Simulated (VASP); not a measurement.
Wanted: the native input for a VASP 6.6.1 run.

| Item | Value |
| --- | --- |
| Task | single point |
| Functional | PBE |
| Potentials or basis | VASP PAW PBE potentials, release 64 (C) |
| Cutoff | 520 eV |
| k mesh | 6 × 6 × 6 |
| Occupations | gaussian, width 0.02 eV |
| Spin | no spin polarisation |
| Dipole correction | no |
| Further INCAR settings | ALGO = Normal; EDIFF = 1e-06; NBANDS = 28 |

The structure of C lies in POSCAR:

```
C
1.0
    3.6690827844      0.0000571567      0.0004227609
   -0.1419255703      4.0660208909     -0.0000452004
   -0.1689785213     -2.0400967640      3.8219176698
C
9
Direct
    0.5244100849      0.4454590293      0.6278089940
    0.2318583031      0.2065120433      0.6817930987
    0.8459863852      0.1987733630      0.5129749887
    0.4430065168      0.5303008311      0.3212331400
    0.7761278178      0.8200814432      0.4959055070
    0.1539303169      0.8002702948      0.3675891840
    0.6763390210      0.8572772915      0.8593076421
    0.3402725801      0.1532172342      0.0004376320
    0.0080689743      0.9881084697      0.1329498135
```

These files were run (other wordings do the same):

INCAR

```
ALGO     = Normal         # electronic algorithm
EDIFF    = 1E-6           # SCF threshold, eV
ENCUT    = 520            # plane-wave cutoff, eV
GGA      = PE             # functional
ISIF     = 2              # what is computed and relaxed
ISMEAR   = 0              # smearing method
LASPH    = True           # aspherical terms in the spheres
LCHARG   = False          # write CHGCAR
LREAL    = False          # projectors in reciprocal space
LWAVE    = False          # write WAVECAR
NBANDS   = 28             # bands
NELM     = 80             # most SCF steps
PREC     = Accurate       # precision mode
SIGMA    = 0.02           # smearing width, eV
```

KPOINTS

```
k-points
0
Gamma
  6 6 6
```

Potentials or basis: VASP PAW PBE potentials, release 64 (C).

The run is started by

```bash
$ cat potpaw_PBE.64/C/POTCAR > POTCAR
$ mpirun -np 1 vasp_std > vasp.out
```

It gave:

```
Pressure               : 0.6 GPa
Largest force          : 0.040 eV/Å
Band gap on the k mesh : 3.48 eV, indirect (least direct gap 4.38 eV)
```

Run time: 65 s on 1 thread of Intel(R) Xeon(R) 6975P-C (Granite Rapids) (shared host), peak memory 0.23 GiB.
